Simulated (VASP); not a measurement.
# Al (Fm-3m) in VASP: a series of runs

Runs on Al. Level: PBE. Tasks: single point, relaxation of cell and atoms.

Everything below comes from runs of VASP 6.6.1. Logs are shortened: lines on timing, memory, paths and dates and some standing lists are left out, and cuts for length are marked.

**1. The cell of the first run**

It takes space group Fm-3m (No. 225, cubic). Conventional cell: a = 4.040 Å, b = 4.040 Å, c = 4.040 Å, α = 90.00°, β = 90.00°, γ = 90.00°. Within 3.8 Å of Al (site symmetry m-3m) lie 12 Al at 2.86 Å.

**2. Single point, PBE**

File INCAR:

```
ALGO = Fast
EDIFF = 1E-6
ENCUT = 520
GGA = PE
ISIF = 2
ISMEAR = 1
LASPH = True
LCHARG = False
LREAL = False
LWAVE = False
NBANDS = 8
NELM = 80
PREC = Accurate
SIGMA = 0.4
```

File KPOINTS:

```
k-points
0
Gamma
  40 40 40
```

File POSCAR:

```
Al
1.0
    0.0000000000      2.0201987738      2.0201987738
    2.0201987738      0.0000000000      2.0201987738
    2.0201987738      2.0201987738      0.0000000000
Al
1
Direct
    0.0000000000      0.0000000000      0.0000000000
```

Potentials or basis: VASP PAW PBE potentials, release 64 (Al).

Launch:

```
$ cat potpaw_PBE.64/Al/POTCAR > POTCAR
$ mpirun -np 1 vasp_std > vasp.out
```

OUTCAR:

```text
EDIFF = 1E-6
   ENCUT = 520
   GGA = PE
   ISIF = 2
   ISMEAR = 1
   LASPH = True
   LREAL = False
   NELM = 80
   PREC = Accurate

 ion  position               nearest neighbor table
   1  0.000  0.000  0.000-

  LATTYP: Found a face centered cubic cell.
 ALAT       =     4.0403975476

  Lattice vectors:

 A1 = (   0.0000000000,   2.0201987738,   2.0201987738)
 A2 = (   2.0201987738,   0.0000000000,   2.0201987738)
 A3 = (   2.0201987738,   2.0201987738,   0.0000000000)

Analysis of symmetry for initial positions (statically):
=====================================================================
 Subroutine PRICEL returns:
 Original cell was already a primitive cell.

 Routine SETGRP: Setting up the symmetry group for a
 face centered cubic supercell.

 Subroutine GETGRP returns: Found 48 space group operations
 (whereof 48 operations were pure point group operations)
 out of a pool of 48 trial point group operations.

The static configuration has the point symmetry O_h .

Analysis of symmetry for dynamics (positions and initial velocities):
=====================================================================
 Subroutine PRICEL returns:
 Original cell was already a primitive cell.

 Routine SETGRP: Setting up the symmetry group for a
 face centered cubic supercell.

 Subroutine GETGRP returns: Found 48 space group operations
 (whereof 48 operations were pure point group operations)
 out of a pool of 48 trial point group operations.

The dynamic configuration has the point symmetry O_h .

 Subroutine INISYM returns: Found 48 space group operations
 (whereof 48 operations are pure point group operations),
 and found     1 'primitive' translations

----------------------------------------------------------------------------------------

                                     Primitive cell

  volume of cell :      16.4897

  direct lattice vectors                    reciprocal lattice vectors
     0.000000000  2.020198774  2.020198774    -0.247500398  0.247500398  0.247500398
     2.020198774  0.000000000  2.020198774     0.247500398 -0.247500398  0.247500398
     2.020198774  2.020198774  0.000000000     0.247500398  0.247500398 -0.247500398

  length of vectors
     2.856992505  2.856992505  2.856992505     0.428683264  0.428683264  0.428683264

  position of ions in fractional coordinates (direct lattice)
     0.000000000  0.000000000  0.000000000

  ion indices of the primitive-cell ions
   primitive index   ion index
                 1           1

----------------------------------------------------------------------------------------

 KPOINTS: k-points

Automatic generation of k-mesh.
 Grid dimensions read from file:
 generate k-points for:   40   40   40

 Generating k-lattice:

  Cartesian coordinates                     Fractional coordinates (reciprocal lattice)
    -0.006187510  0.006187510  0.006187510     0.025000000  0.000000000  0.000000000
     0.006187510 -0.006187510  0.006187510     0.000000000  0.025000000  0.000000000
     0.006187510  0.006187510 -0.006187510     0.000000000  0.000000000  0.025000000

  Length of vectors
     0.010717082  0.010717082  0.010717082

  Shift w.r.t. Gamma in fractional coordinates (k-lattice)
     0.000000000  0.000000000  0.000000000

 Subroutine IBZKPT returns following result:
 ===========================================

 Found   1661 irreducible k-points:

 Following reciprocal coordinates:
            Coordinates               Weight
  0.000000  0.000000  0.000000      1.000000
  0.025000  0.000000  0.000000      8.000000
  0.050000  0.000000  0.000000      8.000000
  0.075000  0.000000  0.000000      8.000000
  0.100000  0.000000  0.000000      8.000000
  0.125000  0.000000  0.000000      8.000000
[... 16 lines left out ...]
  0.050000  0.025000  0.000000     24.000000
  0.075000  0.025000  0.000000     24.000000
 [... further k-points ...]
   k-points           NKPTS =   1661   k-points in BZ     NKDIM =   1661   number of bands    NBANDS=      8
   number of dos      NEDOS =    301   number of ions     NIONS =      1
   total plane-waves  NPLWV =  13824
   dimension x,y,z NGX =    24 NGY =   24 NGZ =   24
   dimension x,y,z NGXF=    48 NGYF=   48 NGZF=   48
   ions per type =               1
   NGX,Y,Z   is equivalent  to a cutoff of  13.97, 13.97, 13.97 a.u.
   NGXF,Y,Z  is equivalent  to a cutoff of  27.93, 27.93, 27.93 a.u.
 SYSTEM =  unknown system
   PREC   = accura    normal or accurate (medium, high low for compatibility)
   ISTART =      0    job   : 0-new  1-cont  2-samecut
   ICHARG =      2    charge: 1-file 2-atom 10-const
   ISPIN  =      1    spin polarized calculation?
   LNONCOLLINEAR =      F non collinear calculations
   LSORBIT =      F    spin-orbit coupling
   LASPH  =      T    aspherical Exc in radial PAW
   ENCUT  =  520.0 eV  38.22 Ry    6.18 a.u.   5.31  5.31  5.31*2*pi/ulx,y,z
   NELM   =     80;   NELMIN=  2; NELMDL= -5     # of ELM steps
   EDIFF  = 0.1E-05   stopping-criterion for ELM
   LREAL  =      F    real-space projection
   EDIFFG = 0.1E-04   stopping-criterion for IOM
   NSW    =      0    number of steps for IOM
   IBRION =     -1    ionic relax: 0-MD 1-quasi-New 2-CG
   NFREE  =      0    steps in history (QN), initial steepest desc. (CG)
   ISIF   =      2    stress and relaxation
   ISYM   =      2    0-nonsym 1-usesym 2-fastsym
   POTIM  = 0.5000    time-step for ionic-motion
   TEBEG  =    0.0;   TEEND  =   0.0 temperature during run
   PSTRESS=    0.0 pullay stress
   NELECT =       3.0000    total number of electrons
   NUPDOWN=      -1.0000    fix difference up-down
   EMIN   =  10.00;   EMAX   =-10.00  energy-range for DOS
   EFERMI =   0.00;   METHOD = LEGACY
   ISMEAR =     1;   SIGMA  =   0.40  broadening in eV -4-tet -1-fermi 0-gaus
   EFERMI_NEDOS =   21; number of points for ismear=-14 and -15
   IALGO  =     68    algorithm
   IMIX   =      4    mixing-type and parameters
     AMIX     =   0.40;   BMIX     =  1.00
     AMIX_MAG =   1.60;   BMIX_MAG =  1.00
  volume/ion in A,a.u.               =      16.49       111.28
  Fermi-wavevector in a.u.,A,eV,Ry     =   0.927636  1.752979 11.707941  0.860509
  Thomas-Fermi vector in A             =   2.053727
   LORBIT       =      0    0 simple, 1 ext, 2 COOP (PROOUT), +10 PAW based schemes
   GGA     = PE    functional components
   LHFCALC =     F    Hartree Fock is set to
   AEXX    =    0.0000 exact exchange contribution
   IVDW    =     0    specifies the selected vdW correction
   LEPSILON=     F    determine dielectric tensor
   LRPA    =     F    only Hartree local field effects (RPA)
 non-spin polarized calculation
 RMM-DIIS sequential band-by-band and
 Methfessel and Paxton  Order N= 1 SIGMA  =   0.40
  energy-cutoff  :      520.00
  volume of cell :       16.49
 maximum number of plane-waves:       459
 NGX is ok and might be reduce to    24
   NGX = 11   NGY = 11   NGZ = 11

 number of electron       3.0000000 magnetization

 Free energy of the ion-electron system (eV)
  ---------------------------------------------------
  ext. energy  EPLUGINS =         0.00000000
  ---------------------------------------------------
  free energy    TOTEN  =        -3.74608413 eV

  energy without entropy =       -3.74603912  energy(sigma->0) =       -3.74606912

 E-fermi :   8.0161     XC(G=0): -10.1989

 val. band max:        8.0078338740   @ k =  -0.4500   0.4500   0.1000
 cond. band min:       8.0186034575   @ k =   0.4000   0.1250   0.0000
 fundamental gap:      0.0107695835
 Fermi energy:         8.0160987479

 k-point     1 :       0.0000    0.0000    0.0000
  band No.  band energies     occupation
      1      -3.1321      2.00000
      2      20.6292      0.00000
      3      20.6292      0.00000
      4      20.6292      0.00000
      5      22.1259      0.00000
      6      22.1259      0.00000
      7      22.1259      0.00000
      8      24.4769      0.00000

 k-point     2 :       0.0250    0.0000    0.0000
  band No.  band energies     occupation
      1      -3.1151      2.00000
      2      20.1880      0.00000
      3      20.5521      0.00000
      4      20.5521      0.00000
      5      22.2298      0.00000
      6      22.2298      0.00000
      7      22.3729      0.00000
      8      24.6590      0.00000

 k-point     3 :       0.0500    0.0000    0.0000
  band No.  band energies     occupation
      1      -3.0641      2.00000
      2      19.3232      0.00000
      3      20.3665      0.00000
      4      20.3665      0.00000
      5      22.4949      0.00000
      6      22.4949      0.00000
      7      22.6607      0.00000
      8      25.1997      0.00000

 k-point     4 :       0.0750    0.0000    0.0000
  band No.  band energies     occupation
      1      -2.9791      2.00000
      2      18.3481      0.00000
      3      20.1391      0.00000
      4      20.1391      0.00000
      5      22.7762      0.00000
      6      22.8517      0.00000
      7      22.8517      0.00000
      8      26.0010      0.00000

 k-point     5 :       0.1000    0.0000    0.0000
  band No.  band energies     occupation
      1      -2.8603      2.00000
      2      17.3398      0.00000
      3      19.9067      0.00000
      4      19.9067      0.00000
      5      22.7805      0.00000
      6      23.2560      0.00000
      7      23.2560      0.00000
      8      26.1411      0.00000
[... 177 lines left out ...]
 k-point    22 :       0.0250    0.0250    0.0000
  band No.  band energies     occupation
      1      -3.1094      2.00000
      2      20.3240      0.00000
      3      20.3240      0.00000
      4      20.4459      0.00000
      5      22.0692      0.00000
      6      22.4647      0.00000
      7      22.4647      0.00000
      8      24.7055      0.00000

 k-point    23 :       0.0500    0.0250    0.0000
  band No.  band energies     occupation
      1      -3.0698      2.00000
      2      19.6130      0.00000
      3      20.0559      0.00000
      4      20.4583      0.00000
      5      22.0984      0.00000
      6      22.7742      0.00000
      7      22.7925      0.00000
      8      25.1031      0.00000

 k-point    24 :       0.0750    0.0250    0.0000
  band No.  band energies     occupation
      1      -2.9961      2.00000
      2      18.6742      0.00000
      3      19.7836      0.00000
      4      20.3802      0.00000
      5      22.2999      0.00000
      6      22.9492      0.00000
      7      23.1753      0.00000
      8      25.8107      0.00000

 [... further k-points ...]

------------------------ aborting loop because EDIFF is reached ----------------------------------------

  FORCE on cell =-STRESS in cart. coord.  units (eV):
  Direction    XX          YY          ZZ          XY          YZ          ZX
  --------------------------------------------------------------------------------------
  -------------------------------------------------------------------------------------
  Total       -0.0049086     -0.0049086     -0.0049086      0.0000000     -0.0000000      0.0000000
  in kB       -0.4769272     -0.4769272     -0.4769272      0.0000000     -0.0000000      0.0000000
  external PRESSURE =      -0.4769272 kB  Pullay stress =       0.0000000 kB

 VOLUME and BASIS-vectors are now :
 -----------------------------------------------------------------------------
  energy-cutoff  :      520.00
  volume of cell :       16.49
      direct lattice vectors                 reciprocal lattice vectors
     0.000000000  2.020198774  2.020198774    -0.247500398  0.247500398  0.247500398
     2.020198774  0.000000000  2.020198774     0.247500398 -0.247500398  0.247500398
     2.020198774  2.020198774  0.000000000     0.247500398  0.247500398 -0.247500398

 POSITION                                       TOTAL-FORCE (eV/Angst)
 -----------------------------------------------------------------------------------
      0.00000      0.00000      0.00000         0.000000      0.000000      0.000000
 -----------------------------------------------------------------------------------
    total drift:                               -0.000000      0.000000      0.000000

  FREE ENERGIE OF THE ION-ELECTRON SYSTEM (eV)
  ---------------------------------------------------
  free  energy   TOTEN  =        -3.7460841255 eV

  energy  without entropy=       -3.7460391191  energy(sigma->0) =       -3.74606912
```

It took 87 s on 1 thread of Intel Xeon 6975P-C, shared host; peak memory 0.3 GiB.

Results:

```
Free energy : -3.7461 eV
Pressure    : 0.0 GPa
```

**3. Relaxation of cell and atoms, PBE**

This run uses another cell than the first one, of 16.61 Å³/atom, 1.007 times its volume.

File INCAR:

```
  PREC = Accurate
  ENCUT = 600
  EDIFF = 1E-7
  ISMEAR = 1
  SIGMA = 0.4
  LREAL = F
  LASPH = T
  NELM = 60
  ALGO = Fast
  ISIF = 3
  LWAVE = F
  LCHARG = F
  GGA = PE
  IBRION = 2
  NSW = 60
  EDIFFG = -0.005
```

File KPOINTS:

```
regular mesh
0
Gamma
  40 40 40
```

File POSCAR:

```
Al
1.0
    0.0000000000      2.0250000000      2.0250000000
    2.0250000000      0.0000000000      2.0250000000
    2.0250000000      2.0250000000      0.0000000000
Al
1
Direct
    0.0000000000      0.0000000000      0.0000000000
```

Potentials or basis: VASP PAW PBE potentials, release 64 (Al).

Launch:

```
$ cat potpaw_PBE.64/Al/POTCAR > POTCAR
$ mpirun -np 1 vasp_std > vasp.out
```

Wall time 2.6 min (1 thread of Intel Xeon 6975P-C, shared host); peak memory 0.3 GiB.

The run converged. Its results:

* Free energy: -3.7462 eV
* Relaxed volume: 16.48 Å³/atom
* Relaxed cell: a = 2.856 Å, b = 2.856 Å, c = 2.856 Å, α = 60.00°, β = 60.00°, γ = 60.00°
* Space group after relaxing (to 0.05 Å): Fm-3m (No. 225)
* Energy gained by relaxing: 0.2 meV/atom
* Ionic steps: 3
* Pressure after relaxing: 0.0 GPa

Step by step:
```csv
step,energy change (eV),largest force (eV/Å),pressure (GPa),volume (Å³)
1,0.0000,0.0000,-0.59,16.61
2,-0.0002,0.0000,0.09,16.46
3,-0.0002,0.0000,0.00,16.48
```

Final structure:
```
Al
1.0
     0.00000    2.01981    2.01981
     2.01981    0.00000    2.01981
     2.01981    2.01981    0.00000
Al
1
Direct
  0.00000 0.00000 0.00000
```

Levels at points of the mesh, in eV from the Fermi level:
```csv
k point,band 1,band 2,band 3,band 4
"(0.00, 0.00, 0.00)",-11.15,12.62,12.62,12.62
"(0.50, 0.00, 0.00)",-4.61,-4.39,11.41,11.41
"(0.50, 0.50, 0.00)",-2.94,-1.61,5.25,5.59
```
